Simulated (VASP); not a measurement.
# Si (C2/m) in VASP: further runs, part 3 of 3

VASP 6.6.1. Earlier steps stand in the parts before.

### Step 6. Single point, LDA (19.22 Å³/atom)

This run uses another cell than the first one, of 19.22 Å³/atom.

Input file INCAR:

```
PREC = Accurate
ENCUT = 520
EDIFF = 1E-6
ISMEAR = 0
SIGMA = 0.01
LREAL = F
LASPH = T
NELM = 80
ALGO = Normal
ISIF = 2
LWAVE = F
LCHARG = F
GGA = CA
NBANDS = 26
```

Input file KPOINTS:

```
Automatic mesh
0
Gamma
  10 10 6
```

Input file POSCAR:

```
Si
1.0
    6.6814968315     -1.8705835354      0.0126315190
    6.6814968315      1.8705835354      0.0126315190
   -0.7102403696      0.0000000000      6.1487177308
Si
8
Direct
    0.0536831914      0.0536831914      0.8704686928
    0.9463168086      0.9463168086      0.1295313072
    0.5581325161      0.5581325161      0.6524777620
    0.4418674839      0.4418674839      0.3475222380
    0.2112236148      0.2112236148      0.0571856830
    0.7887763852      0.7887763852      0.9428143170
    0.7272975587      0.7272975587      0.5860385264
    0.2727024413      0.2727024413      0.4139614736
```

Potentials or basis: VASP PAW LDA potentials, release 64 (Si).

Launch:

```sh
$ cat potpaw_LDA.64/Si/POTCAR > POTCAR
$ mpirun -np 1 vasp_std > vasp.out
```

OUTCAR:

```text
PREC = Accurate
   ENCUT = 520
   EDIFF = 1E-6
   ISMEAR = 0
   LREAL = F
   LASPH = T
   NELM = 80
   ISIF = 2
   GGA = CA

 ion  position               nearest neighbor table
   1  0.054  0.054  0.870-   2 2.27   5 2.28   3 2.31   3 2.31
   2  0.946  0.946  0.130-   1 2.27   6 2.28   4 2.31   4 2.31
   3  0.558  0.558  0.652-   4 2.31   1 2.31   1 2.31   7 2.34
   4  0.442  0.442  0.348-   3 2.31   2 2.31   2 2.31   8 2.34
   5  0.211  0.211  0.057-   8 2.27   1 2.28   6 2.29   6 2.29
   6  0.789  0.789  0.943-   7 2.27   2 2.28   5 2.29   5 2.29
   7  0.727  0.727  0.586-   6 2.27   8 2.27   8 2.27   3 2.34
   8  0.273  0.273  0.414-   5 2.27   7 2.27   7 2.27   4 2.34

  LATTYP: Found a base centered monoclinic cell.
 ALAT       =    13.3630175431
 B/A-ratio  =     0.2799642415
 C/A-ratio  =     0.4631889343
 COS(beta)  =    -0.1128691068

  Lattice vectors:

 A1 = (   6.6814968315,  -1.8705835354,   0.0126315190)
 A2 = (   6.6814968315,   1.8705835354,   0.0126315190)
 A3 = (  -0.7102403696,   0.0000000000,   6.1487177308)

Analysis of symmetry for initial positions (statically):
=====================================================================
 Subroutine PRICEL returns:
 Original cell was already a primitive cell.

 Routine SETGRP: Setting up the symmetry group for a
 base centered monoclinic supercell.

 Subroutine GETGRP returns: Found  4 space group operations
 (whereof  4 operations were pure point group operations)
 out of a pool of  4 trial point group operations.

The static configuration has the point symmetry C_2h.

Analysis of symmetry for dynamics (positions and initial velocities):
=====================================================================
 Subroutine PRICEL returns:
 Original cell was already a primitive cell.

 Routine SETGRP: Setting up the symmetry group for a
 base centered monoclinic supercell.

 Subroutine GETGRP returns: Found  4 space group operations
 (whereof  4 operations were pure point group operations)
 out of a pool of  4 trial point group operations.

The dynamic configuration has the point symmetry C_2h.

 Subroutine INISYM returns: Found  4 space group operations
 (whereof  4 operations are pure point group operations),
 and found     1 'primitive' translations

----------------------------------------------------------------------------------------

                                     Primitive cell

  volume of cell :     153.7306

  direct lattice vectors                    reciprocal lattice vectors
     6.681496831 -1.870583535  0.012631519     0.074817193 -0.267296269  0.008642158
     6.681496831  1.870583535  0.012631519     0.074817193  0.267296269  0.008642158
    -0.710240370  0.000000000  6.148717731    -0.000307399  0.000000000  0.162600028

  length of vectors
     6.938417848  6.938417848  6.189601854     0.277704150  0.277704150  0.162600318

  position of ions in fractional coordinates (direct lattice)
     0.053683191  0.053683191  0.870468693
     0.946316809  0.946316809  0.129531307
     0.558132516  0.558132516  0.652477762
     0.441867484  0.441867484  0.347522238
     0.211223615  0.211223615  0.057185683
     0.788776385  0.788776385  0.942814317
     0.727297559  0.727297559  0.586038526
     0.272702441  0.272702441  0.413961474

  ion indices of the primitive-cell ions
[... 60 lines left out ...]
  0.300000  0.300000 -0.000000      2.000000
  0.400000  0.300000  0.000000      4.000000
 [... further k-points ...]
   k-points           NKPTS =    172   k-points in BZ     NKDIM =    172   number of bands    NBANDS=     26
   number of dos      NEDOS =    301   number of ions     NIONS =      8
   total plane-waves  NPLWV = 139968
   dimension x,y,z NGX =    54 NGY =   54 NGZ =   48
   dimension x,y,z NGXF=   108 NGYF=  108 NGZF=   96
   ions per type =               8
   NGX,Y,Z   is equivalent  to a cutoff of  12.94, 12.94, 12.89 a.u.
   NGXF,Y,Z  is equivalent  to a cutoff of  25.88, 25.88, 25.78 a.u.
 SYSTEM =  unknown system
   PREC   = accura    normal or accurate (medium, high low for compatibility)
   ISTART =      0    job   : 0-new  1-cont  2-samecut
   ICHARG =      2    charge: 1-file 2-atom 10-const
   ISPIN  =      1    spin polarized calculation?
   LNONCOLLINEAR =      F non collinear calculations
   LSORBIT =      F    spin-orbit coupling
   LASPH  =      T    aspherical Exc in radial PAW
   ENCUT  =  520.0 eV  38.22 Ry    6.18 a.u.  12.90 12.90 11.51*2*pi/ulx,y,z
   NELM   =     80;   NELMIN=  2; NELMDL= -5     # of ELM steps
   EDIFF  = 0.1E-05   stopping-criterion for ELM
   LREAL  =      F    real-space projection
   EDIFFG = 0.1E-04   stopping-criterion for IOM
   NSW    =      0    number of steps for IOM
   IBRION =     -1    ionic relax: 0-MD 1-quasi-New 2-CG
   NFREE  =      0    steps in history (QN), initial steepest desc. (CG)
   ISIF   =      2    stress and relaxation
   ISYM   =      2    0-nonsym 1-usesym 2-fastsym
   POTIM  = 0.5000    time-step for ionic-motion
   TEBEG  =    0.0;   TEEND  =   0.0 temperature during run
   PSTRESS=    0.0 pullay stress
   NELECT =      32.0000    total number of electrons
   NUPDOWN=      -1.0000    fix difference up-down
   EMIN   =  10.00;   EMAX   =-10.00  energy-range for DOS
   EFERMI =   0.00;   METHOD = LEGACY
   ISMEAR =     0;   SIGMA  =   0.01  broadening in eV -4-tet -1-fermi 0-gaus
   EFERMI_NEDOS =   21; number of points for ismear=-14 and -15
   IALGO  =     38    algorithm
   IMIX   =      4    mixing-type and parameters
     AMIX     =   0.40;   BMIX     =  1.00
     AMIX_MAG =   1.60;   BMIX_MAG =  1.00
  volume/ion in A,a.u.               =      19.22       129.68
  Fermi-wavevector in a.u.,A,eV,Ry     =   0.970223  1.833455 12.807599  0.941332
  Thomas-Fermi vector in A             =   2.100340
   LORBIT       =      0    0 simple, 1 ext, 2 COOP (PROOUT), +10 PAW based schemes
   GGA     = CA    functional components
   LHFCALC =     F    Hartree Fock is set to
   AEXX    =    0.0000 exact exchange contribution
   IVDW    =     0    specifies the selected vdW correction
   LEPSILON=     F    determine dielectric tensor
   LRPA    =     F    only Hartree local field effects (RPA)
 non-spin polarized calculation
 Gauss-broadening in eV      SIGMA  =   0.01
  energy-cutoff  :      520.00
  volume of cell :      153.73
 maximum number of plane-waves:      4160
 NGX is ok and might be reduce to    54
   NGX = 25   NGY = 25   NGZ = 23

 number of electron      32.0000001 magnetization

 Free energy of the ion-electron system (eV)
  ---------------------------------------------------
  ext. energy  EPLUGINS =         0.00000000
  ---------------------------------------------------
  free energy    TOTEN  =       -46.90357391 eV

  energy without entropy =      -46.90357119  energy(sigma->0) =      -46.90357255

 E-fermi :   6.4550     XC(G=0):  -9.6939

 val. band max:        6.4411059877   @ k =   0.0000   0.0000   0.0000
 cond. band min:       6.4688977773   @ k =   0.5000   0.5000   0.5000
 fundamental gap:      0.0277917896
 Fermi energy:         6.4550018810

 k-point     1 :       0.0000    0.0000    0.0000
  band No.  band energies     occupation
      1      -6.3455      2.00000
      2      -3.9092      2.00000
      3      -3.7438      2.00000
      4      -3.1122      2.00000
      5      -1.1220      2.00000
      6      -0.6270      2.00000
[... 685 lines left out ...]
     25      10.0248      0.00000
     26      10.2133      0.00000

 [... further k-points ...]

------------------------ aborting loop because EDIFF is reached ----------------------------------------

  FORCE on cell =-STRESS in cart. coord.  units (eV):
  Direction    XX          YY          ZZ          XY          YZ          ZX
  --------------------------------------------------------------------------------------
  -------------------------------------------------------------------------------------
  Total        5.9230537      5.9149993      5.9710926      0.0000000      0.0000000     -0.0061097
  in kB       61.7299601     61.6460172     62.2306210      0.0000000      0.0000000     -0.0636751
  external PRESSURE =      61.8688661 kB  Pullay stress =       0.0000000 kB

 VOLUME and BASIS-vectors are now :
 -----------------------------------------------------------------------------
  energy-cutoff  :      520.00
  volume of cell :      153.73
      direct lattice vectors                 reciprocal lattice vectors
     6.681496831 -1.870583535  0.012631519     0.074817193 -0.267296269  0.008642158
     6.681496831  1.870583535  0.012631519     0.074817193  0.267296269  0.008642158
    -0.710240370  0.000000000  6.148717731    -0.000307399  0.000000000  0.162600028

 POSITION                                       TOTAL-FORCE (eV/Angst)
 -----------------------------------------------------------------------------------
      0.09913      0.00000      5.35362        -0.002872      0.000000     -0.000501
     12.55363      0.00000      0.82036         0.002872      0.000000      0.000501
      6.99491      0.00000      4.02600        -0.000491      0.000000      0.002340
      5.65785      0.00000      2.14798         0.000491      0.000000     -0.002340
      2.78196      0.00000      0.35695         0.002743      0.000000     -0.007951
      9.87079      0.00000      5.81703        -0.002743      0.000000      0.007951
      9.30264      0.00000      3.62176         0.009789      0.000000      0.007255
      3.35011      0.00000      2.55222        -0.009789      0.000000     -0.007255
 -----------------------------------------------------------------------------------
    total drift:                               -0.000000     -0.000000     -0.000000

  FREE ENERGIE OF THE ION-ELECTRON SYSTEM (eV)
  ---------------------------------------------------
  free  energy   TOTEN  =       -46.9035739135 eV

  energy  without entropy=      -46.9035711864  energy(sigma->0) =      -46.90357255
```

Wall time 10 min (1 thread of Intel Xeon Platinum 8488C (Sapphire Rapids), shared host); peak memory 0.58 GiB.

What came out:

```
Free energy            : -46.9036 eV
Pressure               : 6.2 GPa
Largest force          : 0.012 eV/Å
Band gap on the k mesh : 0.03 eV (least direct gap 0.35 eV)
```

Forces in eV/Å, atoms in the order of the input:
```
Si  -0.003  0.000 -0.001
Si   0.003  0.000  0.001
Si   0.000  0.000  0.002
Si   0.000  0.000 -0.002
Si   0.003  0.000 -0.008
Si  -0.003  0.000  0.008
Si   0.010  0.000  0.007
Si  -0.010  0.000 -0.007
```

Levels at points of the mesh, in eV from the valence-band top:
| k point | band 12 | band 13 | band 14 | band 15 | band 16 | band 17 | band 18 | band 19 | band 20 | band 21 |
| --- | --- | --- | --- | --- | --- | --- | --- | --- | --- | --- |
| (0.00, 0.00, 0.00) | -1.20 | -0.95 | -0.88 | -0.42 | 0.00 | 0.35 | 1.30 | 1.62 | 2.12 | 2.14 |
| (0.50, 0.00, 0.00) | -3.61 | -3.24 | -3.11 | -2.35 | -2.10 | 0.54 | 1.34 | 1.69 | 2.40 | 3.00 |
| (0.50, 0.50, 0.00) | -1.79 | -1.56 | -1.28 | -0.82 | -0.48 | 0.10 | 1.02 | 2.08 | 2.29 | 2.33 |
| (0.00, 0.00, 0.50) | -2.38 | -1.60 | -1.48 | -1.17 | -0.97 | 0.78 | 1.17 | 1.58 | 2.52 | 2.52 |
| (0.50, 0.00, 0.50) | -3.49 | -2.38 | -2.14 | -1.94 | -1.58 | 0.85 | 1.25 | 1.43 | 1.51 | 2.25 |
| (0.50, 0.50, 0.50) | -2.56 | -2.41 | -1.70 | -1.26 | -0.83 | 0.03 | 1.07 | 1.38 | 2.00 | 2.91 |

Caveat: the cell stands under pressure; semilocal functionals underestimate gaps, and a narrow one can read as zero.

### Step 7. The runs side by side

```tsv
task	cell	cutoff (eV)	gap on the mesh (eV)	pressure (GPa)	largest force (eV/Å)
single point	a = 7.119, b = 7.119, c = 6.291 Å, angles 96.5, 96.5, 31.1°, 8 atoms, atomic positions A	520	0.13	0.1	0.01
relaxation of shape and atoms at fixed volume	relaxed from a = 6.864, b = 6.864, c = 6.123 Å, angles 96.2, 96.2, 31.3°, 8 atoms, atomic positions B	600	none	10.0	0.01
single point	a = 7.203, b = 7.203, c = 6.344 Å, angles 96.6, 96.6, 31.0°, 8 atoms, atomic positions C	520	0.18	-2.4	0.01
single point	a = 6.938, b = 6.938, c = 6.190 Å, angles 96.2, 96.2, 31.3°, 8 atoms, atomic positions B	520	0.03	6.2	0.01
```

Alike in all rows: level LDA; potentials or basis VASP PAW LDA potentials, release 64 (Si); no spin polarisation; k mesh 10 × 10 × 6; smearing gaussian 0.01 eV.

Caveats: semilocal functionals underestimate gaps, and a narrow one can read as zero; the cell stands under pressure (at least some runs).

Total energies depend on the potentials used, so only differences within one code and one set of settings carry meaning.

The gap in the log of VASP goes by the Fermi energy; the results here count the filled bands.